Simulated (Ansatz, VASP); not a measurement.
**Two plane-wave programs on Pt**

Contents of INCAR:

```
PREC = Accurate ; ENCUT = 520
EDIFF = 1E-6 ; ISMEAR = 0
SIGMA = 0.15 ; LREAL = F
LASPH = T ; NELM = 80
ALGO = Fast ; ISIF = 2
LWAVE = F ; LCHARG = T
LELF = T ; LVHAR = T
NBANDS = 11
```

KPOINTS

```
regular mesh
0
Gamma
  20 20 20
```

POSCAR

```
Pt
1.0
   -0.2920150933      1.8591627604      1.8591627604
    1.8591627604     -0.2920150933      1.8591627604
    1.8591627604      1.8591627604     -0.2920150933
Pt
1
Direct
    0.0000000000      0.0000000000      0.0000000000
```

Input for Ansatz:

```yaml
crystal:
  lattice:
    - [-0.2920150933, 1.8591627604, 1.8591627604]
    - [1.8591627604, -0.2920150933, 1.8591627604]
    - [1.8591627604, 1.8591627604, -0.2920150933]
  atoms:
    - { symbol: Pt, position: [0.0, 0.0, 0.0] }
basis:
  ecutwfc: 420
kpoints:
  mp_grid: { grid: [20, 20, 20] }
hamiltonian:
  xc: lda
  pseudopotentials: { kind: paw, azcp: { folder: soft_1 } }
scf:
  occupations: { method: gaussian, width: 0.15 }
output:
  forces: true
  stress: true
  eigenvalues: true
```

Change from the starting cell: equal engineering shear yz, xz and xy -0.1500, equal normal strain along x, y and z +0.0300.

Alike in both runs: task single point; functional LDA; k mesh 20 × 20 × 20; occupations gaussian, width 0.15 eV; no spin polarisation.

|  | VASP | Ansatz |
| --- | --- | --- |
| version | VASP 6.6.1 | Ansatz 0.2.0 |
| potentials or method | VASP PAW LDA potentials, release 64 (Pt), cutoff 520 eV | scalar-relativistic, plane waves, PAW |
| valence electrons in the cell | 10 | 18 |

|  | VASP | Ansatz | Ansatz less VASP |
| --- | --- | --- | --- |
| gap on the k mesh at the Fermi level (eV) | none | none | - |
| pressure (GPa) | -6.1 | -6.7 | -0.60 |
| traceless stress, the component that is largest in VASP (GPa) | 8.25 | 8.12 | -0.130 |

Ansatz warns that its potentials were made for another functional, while VASP's fit it. LDA's correlation is that of Perdew and Zunger in VASP and of Perdew and Wang (1992) in Ansatz. A gap of «none» marks a metal or a gap that the smearing closes. VASP's potentials hold 10 valence electrons a cell and Ansatz's 18, so a difference there can come from the potentials and not from the codes.

Spin-orbit coupling is off throughout.
